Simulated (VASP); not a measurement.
# ZnS (F-43m) in VASP: a series of runs

Runs on ZnS. Level: LDA. Tasks: vibrations by perturbation theory.

Program: VASP 6.6.1. These are calculated values, not measurements. Logs are shortened: lines on timing, memory, paths and dates and some standing lists are left out, and cuts for length are marked.

### 1 The cell of the first run

The structure is cubic, space group F-43m (No. 216). Conventional cell: a = 5.257 Å, b = 5.257 Å, c = 5.257 Å, α = 90.00°, β = 90.00°, γ = 90.00°. Within 3.0 Å of Zn (site symmetry -43m) lie 4 S at 2.28 Å. S (site symmetry -43m) has 4 Zn at 2.28 Å within 3.0 Å.

### 2 Vibrations by perturbation theory, LDA

File INCAR:

```
SYSTEM = ZnS
PREC = Accurate
ENCUT = 520
EDIFF = 1E-8
ISMEAR = 0
SIGMA = 0.01
LREAL = .FALSE.
LASPH = .TRUE.
NELM = 80
ALGO = Normal
ISIF = 2
LWAVE = .FALSE.
LCHARG = .FALSE.
IBRION = 8
NSW = 1
```

File KPOINTS:

```
Automatic mesh
0
G
  8 8 8
  0 0 0
```

File POSCAR:

```
ZnS
1.0
    2.6287199810      2.6287199810      0.0000000000
   -2.6287199810      2.6287199810      0.0000000000
    0.0000000000      2.6287199810      2.6287199810
Zn S
1 1
Direct
    0.7500000000      0.2500000000      0.5000000000
    0.0000000000      0.0000000000      0.0000000000
```

Potentials or basis: VASP PAW LDA potentials, release 64 (Zn, S).

Command:

```sh
$ cat potpaw_LDA.64/Zn/POTCAR potpaw_LDA.64/S/POTCAR > POTCAR
$ mpirun -np 1 vasp_std > vasp.out
```

OUTCAR:

```text
SYSTEM = ZnS
   PREC = Accurate
   ENCUT = 520
   EDIFF = 1E-8
   ISMEAR = 0
   LREAL = .FALSE.
   LASPH = .TRUE.
   NELM = 80
   ISIF = 2
   IBRION = 8
   NSW = 1

 ion  position               nearest neighbor table
   1  0.750  0.250  0.500-   2 2.28   2 2.28   2 2.28   2 2.28
   2  0.000  0.000  0.000-   1 2.28   1 2.28   1 2.28   1 2.28

  LATTYP: Found a face centered cubic cell.
 ALAT       =     5.2574399620

  Lattice vectors:

 A1 = (   0.0000000000,   2.6287199810,   2.6287199810)
 A2 = (   2.6287199810,   0.0000000000,   2.6287199810)
 A3 = (   2.6287199810,   2.6287199810,   0.0000000000)

Analysis of symmetry for initial positions (statically):
=====================================================================
 Subroutine PRICEL returns:
 Original cell was already a primitive cell.

 Routine SETGRP: Setting up the symmetry group for a
 face centered cubic supercell.

 Subroutine GETGRP returns: Found 24 space group operations
 (whereof 24 operations were pure point group operations)
 out of a pool of 48 trial point group operations.

The static configuration has the point symmetry T_d .

Analysis of symmetry for dynamics (positions and initial velocities):
=====================================================================
 Subroutine PRICEL returns:
 Original cell was already a primitive cell.

 Routine SETGRP: Setting up the symmetry group for a
 face centered cubic supercell.

 Subroutine GETGRP returns: Found 24 space group operations
 (whereof 24 operations were pure point group operations)
 out of a pool of 48 trial point group operations.

The dynamic configuration has the point symmetry T_d .

 Subroutine INISYM returns: Found 24 space group operations
 (whereof 24 operations are pure point group operations),
 and found     1 'primitive' translations

----------------------------------------------------------------------------------------

                                     Primitive cell

  volume of cell :      36.3298

  direct lattice vectors                    reciprocal lattice vectors
     2.628719981  2.628719981  0.000000000     0.190206642  0.190206642 -0.190206642
    -2.628719981  2.628719981  0.000000000    -0.190206642  0.190206642 -0.190206642
     0.000000000  2.628719981  2.628719981     0.000000000  0.000000000  0.380413284

  length of vectors
     3.717571449  3.717571449  3.717571449     0.329447568  0.329447568  0.380413284

  position of ions in fractional coordinates (direct lattice)
     0.750000000  0.250000000  0.500000000
     0.000000000  0.000000000  0.000000000

  ion indices of the primitive-cell ions
   primitive index   ion index
                 1           1
                 2           2

----------------------------------------------------------------------------------------

 KPOINTS: Automatic mesh

Automatic generation of k-mesh.
 Grid dimensions read from file:
 generate k-points for:    8    8    8

 Generating k-lattice:

  Cartesian coordinates                     Fractional coordinates (reciprocal lattice)
     0.023775830  0.023775830 -0.023775830     0.125000000  0.000000000  0.000000000
    -0.023775830  0.023775830 -0.023775830     0.000000000  0.125000000  0.000000000
     0.000000000  0.000000000  0.047551660     0.000000000  0.000000000  0.125000000

  Length of vectors
     0.041180946  0.041180946  0.047551660

  Shift w.r.t. Gamma in fractional coordinates (k-lattice)
     0.000000000  0.000000000  0.000000000

 Subroutine IBZKPT returns following result:
 ===========================================

 Found     29 irreducible k-points:

 Following reciprocal coordinates:
            Coordinates               Weight
  0.000000  0.000000  0.000000      1.000000
  0.125000  0.000000  0.000000      8.000000
  0.250000  0.000000  0.000000      8.000000
  0.375000  0.000000  0.000000      8.000000
  0.500000  0.000000  0.000000      4.000000
  0.125000  0.125000  0.000000     12.000000
[... 16 lines left out ...]
  0.375000  0.250000  0.125000     48.000000
  0.500000  0.250000  0.125000     24.000000
 [... further k-points ...]
   k-points           NKPTS =     29   k-points in BZ     NKDIM =     29   number of bands    NBANDS=     13
   number of dos      NEDOS =    301   number of ions     NIONS =      2
   total plane-waves  NPLWV =  21952
   dimension x,y,z NGX =    28 NGY =   28 NGZ =   28
   dimension x,y,z NGXF=    56 NGYF=   56 NGZF=   56
   ions per type =               1   1
   NGX,Y,Z   is equivalent  to a cutoff of  12.52, 12.52, 12.52 a.u.
   NGXF,Y,Z  is equivalent  to a cutoff of  25.04, 25.04, 25.04 a.u.
 SYSTEM =  ZnS
   PREC   = accura    normal or accurate (medium, high low for compatibility)
   ISTART =      0    job   : 0-new  1-cont  2-samecut
   ICHARG =      2    charge: 1-file 2-atom 10-const
   ISPIN  =      1    spin polarized calculation?
   LNONCOLLINEAR =      F non collinear calculations
   LSORBIT =      F    spin-orbit coupling
   LASPH  =      T    aspherical Exc in radial PAW
   ENCUT  =  520.0 eV  38.22 Ry    6.18 a.u.   6.91  6.91  6.91*2*pi/ulx,y,z
   NELM   =     80;   NELMIN=  2; NELMDL= -5     # of ELM steps
   EDIFF  = 0.1E-07   stopping-criterion for ELM
   LREAL  =      F    real-space projection
   EDIFFG = 0.1E-06   stopping-criterion for IOM
   NSW    =      1    number of steps for IOM
   IBRION =      8    ionic relax: 0-MD 1-quasi-New 2-CG
   NFREE  =      0    steps in history (QN), initial steepest desc. (CG)
   ISIF   =      2    stress and relaxation
   ISYM   =      2    0-nonsym 1-usesym 2-fastsym
   POTIM  = 0.5000    time-step for ionic-motion
   TEBEG  =    0.0;   TEEND  =   0.0 temperature during run
   PSTRESS=    0.0 pullay stress
   NELECT =      18.0000    total number of electrons
   NUPDOWN=      -1.0000    fix difference up-down
   EMIN   =  10.00;   EMAX   =-10.00  energy-range for DOS
   EFERMI =   0.00;   METHOD = LEGACY
   ISMEAR =     0;   SIGMA  =   0.01  broadening in eV -4-tet -1-fermi 0-gaus
   EFERMI_NEDOS =   21; number of points for ismear=-14 and -15
   IALGO  =     38    algorithm
   IMIX   =      4    mixing-type and parameters
     AMIX     =   0.40;   BMIX     =  1.00
     AMIX_MAG =   1.60;   BMIX_MAG =  1.00
  volume/ion in A,a.u.               =      18.16       122.58
  Fermi-wavevector in a.u.,A,eV,Ry     =   1.295422  2.447993 22.832191  1.678119
  Thomas-Fermi vector in A             =   2.426943
   LORBIT       =      0    0 simple, 1 ext, 2 COOP (PROOUT), +10 PAW based schemes
   GGA     = CA    functional components
   LHFCALC =     F    Hartree Fock is set to
   AEXX    =    0.0000 exact exchange contribution
   IVDW    =     0    specifies the selected vdW correction
   LEPSILON=     F    determine dielectric tensor
   LRPA    =     F    only Hartree local field effects (RPA)
 non-spin polarized calculation
 Gauss-broadening in eV      SIGMA  =   0.01
  energy-cutoff  :      520.00
  volume of cell :       36.33
 maximum number of plane-waves:       992
   NGX = 13   NGY = 13   NGZ = 13

--------------------------------------- Ionic step        1  -------------------------------------------

 number of electron      17.9999998 magnetization

 Free energy of the ion-electron system (eV)
  ---------------------------------------------------
  ext. energy  EPLUGINS =         0.00000000
  ---------------------------------------------------
  free energy    TOTEN  =        -8.20083962 eV

  energy without entropy =       -8.20083962  energy(sigma->0) =       -8.20083962

 E-fermi :   2.8486     XC(G=0): -10.4210

 val. band max:        2.7437193700   @ k =   0.0000   0.0000   0.0000
 cond. band min:       5.0071385652   @ k =   0.0000   0.0000   0.0000
 fundamental gap:      2.2634191951
 Fermi energy:         2.8486116781

 k-point     1 :       0.0000    0.0000    0.0000
  band No.  band energies     occupation
      1     -10.9773      2.00000
      2      -4.1208      2.00000
      3      -4.1208      2.00000
      4      -4.1208      2.00000
      5      -3.5395      2.00000
      6      -3.5395      2.00000
      7       2.7437      2.00000
      8       2.7437      2.00000
      9       2.7437      2.00000
     10       5.0071      0.00000
     11       8.9311      0.00000
     12       8.9311      0.00000
     13       8.9311      0.00000
[... 354 lines left out ...]
  band No.  band energies     occupation
      1      -9.6800      2.00000
      2      -3.9856      2.00000
      3      -3.9109      2.00000
      4      -3.6234      2.00000
      5      -3.5261      2.00000
      6      -3.2156      2.00000
      7      -2.7038      2.00000
      8       0.0645      2.00000
      9       1.0442      2.00000
     10       7.6951      0.00000
     11       8.4398      0.00000
     12      10.6264      0.00000
     13      11.8290      0.00000

 [... further k-points ...]

------------------------ aborting loop because EDIFF is reached ----------------------------------------

  FORCE on cell =-STRESS in cart. coord.  units (eV):
  Direction    XX          YY          ZZ          XY          YZ          ZX
  --------------------------------------------------------------------------------------
  -------------------------------------------------------------------------------------
  Total        0.5250330      0.5250330      0.5250330     -0.0000000     -0.0000000     -0.0000000
  in kB       23.1544357     23.1544357     23.1544357     -0.0000000     -0.0000000     -0.0000000
  external PRESSURE =      23.1544357 kB  Pullay stress =       0.0000000 kB

 VOLUME and BASIS-vectors are now :
 -----------------------------------------------------------------------------
  energy-cutoff  :      520.00
  volume of cell :       36.33
      direct lattice vectors                 reciprocal lattice vectors
     2.628719981  2.628719981  0.000000000     0.190206642  0.190206642 -0.190206642
    -2.628719981  2.628719981  0.000000000    -0.190206642  0.190206642 -0.190206642
     0.000000000  2.628719981  2.628719981     0.000000000  0.000000000  0.380413284

 POSITION                                       TOTAL-FORCE (eV/Angst)
 -----------------------------------------------------------------------------------
      1.31436      3.94308      1.31436        -0.000000      0.000000      0.000000
      0.00000      0.00000      0.00000         0.000000     -0.000000      0.000000
 -----------------------------------------------------------------------------------
    total drift:                               -0.000000      0.000000     -0.000000

  FREE ENERGIE OF THE ION-ELECTRON SYSTEM (eV)
  ---------------------------------------------------
  free  energy   TOTEN  =        -8.2008396201 eV

  energy  without entropy=       -8.2008396201  energy(sigma->0) =       -8.20083962

[... ionic steps 2 to 3 ...]

--------------------------------------- Ionic step        4  -------------------------------------------

------------------------ aborting loop because EDIFF is reached ----------------------------------------

[... ionic steps 5 to 6 ...]

--------------------------------------- Ionic step        7  -------------------------------------------

 Free energy of the ion-electron system (eV)
  ---------------------------------------------------
  ---------------------------------------------------
  free energy    TOTEN  =        -0.10374094 eV

  energy without entropy =       -0.10374094

------------------------ aborting loop because EDIFF is reached ----------------------------------------

 INTERNAL STRAIN TENSOR  FOR ION    2  DIRECTION 1   (eV/Angst):
 -----------------------------------------------------------------------------
     0.04797  0.00000  0.00000
     0.00000 -0.05146 -7.56074
    -0.00000 -7.56074 -0.05146

 INTERNAL STRAIN TENSOR FOR ION    2 for displacements in x,y,z  (eV/Angst):
          X           Y           Z          XY          YZ          ZX
  --------------------------------------------------------------------------------
  x     0.00000    -0.00000    -0.00000     0.00000    -7.56074     0.00000
  y    -0.00000     0.00000    -0.00000     0.00000     0.00000    -7.56074
  z    -0.00000    -0.00000     0.00000    -7.56074     0.00000    -0.00000

 SECOND DERIVATIVES (NOT SYMMETRIZED)
 ------------------------------------
               1X          1Y          1Z          2X          2Y          2Z
  1X    -7.271204    0.000000   -0.000000    7.271204   -0.000000    0.000000
  1Y    -0.000000   -7.271204    0.000000    0.000000    7.271204   -0.000000
  1Z    -0.000000    0.000000   -7.271204    0.000000   -0.000000    7.271204
  2X     7.295131    0.000000   -0.000000   -7.295131   -0.000000    0.000000
  2Y    -0.000000    7.295131    0.000000    0.000000   -7.295131   -0.000000
  2Z    -0.000000    0.000000    7.295131    0.000000   -0.000000   -7.295131

 Eigenvectors and eigenvalues of the dynamical matrix
 ----------------------------------------------------

   1 f  =    9.098277 THz    57.166162 2PiTHz  303.485863 cm-1    37.627434 meV
             X         Y         Z           dx          dy          dz
      1.314360  3.943080  1.314360    -0.541856    0.186274   -0.000000
      0.000000  0.000000  0.000000     0.775051   -0.266440    0.000000
[... 21 lines left out ...]
   6 f/i=    0.007018 THz     0.044096 2PiTHz    0.234100 cm-1     0.029025 meV
             X         Y         Z           dx          dy          dz
      1.314360  3.943080  1.314360     0.805144    0.153091   -0.000000
      0.000000  0.000000  0.000000     0.562895    0.107029    0.000000

--------------------------------------------------------------------------------------------------------

 ELASTIC MODULI CONTR FROM IONIC RELAXATION (kBar)
 Direction    XX          YY          ZZ          XY          YZ          ZX
 --------------------------------------------------------------------------------
 XX          -0.0000      0.0000      0.0000     -0.0000      0.0000     -0.0000
 YY           0.0000     -0.0000     -0.0000     -0.0000     -0.0000      0.0000
 ZZ           0.0000     -0.0000     -0.0000      0.0000     -0.0000     -0.0000
 XY          -0.0000     -0.0000      0.0000   -345.2201      0.0000      0.0000
 YZ           0.0000     -0.0000     -0.0000      0.0000   -345.2201      0.0000
 ZX          -0.0000      0.0000     -0.0000      0.0000      0.0000   -345.2201
 --------------------------------------------------------------------------------
```

Wall time 93 s (1 thread of Intel Xeon Platinum 8559C (Emerald Rapids), shared host); peak memory 0.23 GiB.

What came out:

```
Highest phonon frequency at Γ, LO-TO splitting left out : 303 cm⁻¹
```

Phonon frequencies in cm⁻¹ (negative: imaginary):
```csv
q point,frequencies
"(0.000, 0.000, 0.000)",0 0 0 303 303 303
```

Caveat: the cell wasn't relaxed at this level first, which shifts response properties.

### 3 Vibrations by perturbation theory, LDA

This run uses another cell than the first one, of 18.58 Å³/atom, 1.023 times its volume.

File INCAR:

```
SYSTEM = ZnS
PREC     = Accurate       ! precision mode
ENCUT    = 520            ! plane-wave cutoff, eV
EDIFF    = 1E-8           ! SCF threshold, eV
ISMEAR   = 0              ! smearing method
SIGMA    = 0.01           ! smearing width, eV
LREAL    = .FALSE.        ! projectors in reciprocal space
LASPH    = .TRUE.         ! aspherical terms in the spheres
NELM     = 100            ! most SCF steps
ALGO     = Normal         ! electronic algorithm
ISIF     = 2              ! what is computed and relaxed
LWAVE    = .FALSE.        ! write WAVECAR
LCHARG   = .TRUE.         ! write CHGCAR
IBRION   = 8              ! ionic algorithm
NSW      = 1              ! ionic steps
```

KPOINTS is that of step 2.

File POSCAR:

```
ZnS
1.0
    2.6484687084      2.6484687084      0.0000000000
   -2.6484687084      2.6484687084      0.0000000000
    0.0000000000      2.6484687084      2.6484687084
Zn S
1 1
Direct
    0.7500000000      0.2500000000      0.5000000000
    0.0000000000      0.0000000000      0.0000000000
```

Potentials or basis: VASP PAW LDA potentials, release 64 (Zn, S).

Command:

```sh
$ cat potpaw_LDA.64/Zn/POTCAR potpaw_LDA.64/S/POTCAR > POTCAR
$ mpirun -np 1 vasp_std > vasp.out
```

OUTCAR:

```text
SYSTEM = ZnS
   PREC = Accurate
   ENCUT = 520
   EDIFF = 1E-8
   ISMEAR = 0
   LREAL = .FALSE.
   LASPH = .TRUE.
   NELM = 100
   ISIF = 2
   IBRION = 8
   NSW = 1

 ion  position               nearest neighbor table
   1  0.750  0.250  0.500-   2 2.29   2 2.29   2 2.29   2 2.29
   2  0.000  0.000  0.000-   1 2.29   1 2.29   1 2.29   1 2.29

  LATTYP: Found a face centered cubic cell.
 ALAT       =     5.2969374168

  Lattice vectors:

[... 638 lines left out ...]
 ------------------------------------
               1X          1Y          1Z          2X          2Y          2Z
  1X    -6.841310   -0.000000    0.000000    6.841310    0.000000   -0.000000
  1Y     0.000000   -6.841310   -0.000000   -0.000000    6.841310    0.000000
  1Z     0.000000   -0.000000   -6.841310   -0.000000    0.000000    6.841310
  2X     6.760910    0.000000   -0.000000   -6.760910   -0.000000    0.000000
  2Y    -0.000000    6.760910    0.000000    0.000000   -6.760910   -0.000000
  2Z    -0.000000    0.000000    6.760910    0.000000   -0.000000   -6.760910

 Eigenvectors and eigenvalues of the dynamical matrix
 ----------------------------------------------------

   1 f  =    8.780701 THz    55.170773 2PiTHz  292.892667 cm-1    36.314046 meV
             X         Y         Z           dx          dy          dz
      1.324234  3.972703  1.324234     0.575889   -0.000000    0.000000
      0.000000  0.000000  0.000000    -0.817528   -0.000000    0.000000
[... 21 lines left out ...]
   6 f/i=    0.024436 THz     0.153534 2PiTHz    0.815086 cm-1     0.101058 meV
             X         Y         Z           dx          dy          dz
      1.324234  3.972703  1.324234     0.000000   -0.000000   -0.817528
      0.000000  0.000000  0.000000    -0.000000    0.000000   -0.575889

--------------------------------------------------------------------------------------------------------

 ELASTIC MODULI CONTR FROM IONIC RELAXATION (kBar)
 Direction    XX          YY          ZZ          XY          YZ          ZX
 --------------------------------------------------------------------------------
 XX          -0.0000     -0.0000     -0.0000     -0.0000      0.0000     -0.0000
 YY          -0.0000     -0.0000     -0.0000     -0.0000     -0.0000     -0.0000
 ZZ          -0.0000     -0.0000     -0.0000      0.0000     -0.0000     -0.0000
 XY          -0.0000     -0.0000      0.0000   -277.4094      0.0000      0.0000
 YZ           0.0000     -0.0000     -0.0000      0.0000   -277.4094      0.0000
 ZX          -0.0000     -0.0000     -0.0000      0.0000      0.0000   -277.4094
 --------------------------------------------------------------------------------
```

Wall time 1.8 min (1 thread of Intel Xeon Platinum 8559C (Emerald Rapids), shared host); peak memory 0.24 GiB.

What came out:

```yaml
Highest_phonon_frequency_at_Γ_LO-TO_splitting_left_out: 293 cm⁻¹
```

Phonon frequencies in cm⁻¹ (negative: imaginary):
```csv
q point,frequencies
"(0.000, 0.000, 0.000)",-1 -1 -1 293 293 293
```

[end of part 1 of 2]
